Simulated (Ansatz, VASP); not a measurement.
**One calculation of TiNi, two programs**

```
Ti Ni
1.0
     2.98807    2.98807    0.00000
     2.98807    0.00000    2.98807
     2.98807    0.00000   -2.98807
Ti Ni
2 2
Direct
  0.50000 0.25000 0.75000
  0.50000 0.75000 0.25000
  0.00000 0.00000 0.00000
  0.00000 0.50000 0.50000
```

Alike in both runs: task single point; functional PBEsol; k mesh 10 × 10 × 10; occupations fermi-dirac, width 0.05 eV; no spin polarisation.

```csv
,VASP,Ansatz
version,VASP 6.6.1,Ansatz 0.2.0
potentials or method,"VASP PAW PBE potentials, release 64 (Ti_sv, Ni)","PAW with Ansatz's default frozen-core files, scalar-relativistic"
plane-wave cutoff (eV),520,420
valence electrons in the cell,44,60
```

VASP gave:

| Property | Result |
| --- | --- |
| gap on the k mesh at the Fermi level (eV) | none |
| pressure (GPa) | -3.1 |

Which values does Ansatz return?

gap on the k mesh at the Fermi level (eV): none; pressure (GPa): -3.0.

VASP's potentials were made for PBE, not for PBEsol. A gap of «none» marks a metal or a gap that the smearing closes. The functional is the same, so the differences come from potentials, cutoffs and numerics. VASP's potentials hold 44 valence electrons a cell and Ansatz's 60, so a difference there can come from the potentials and not from the codes.
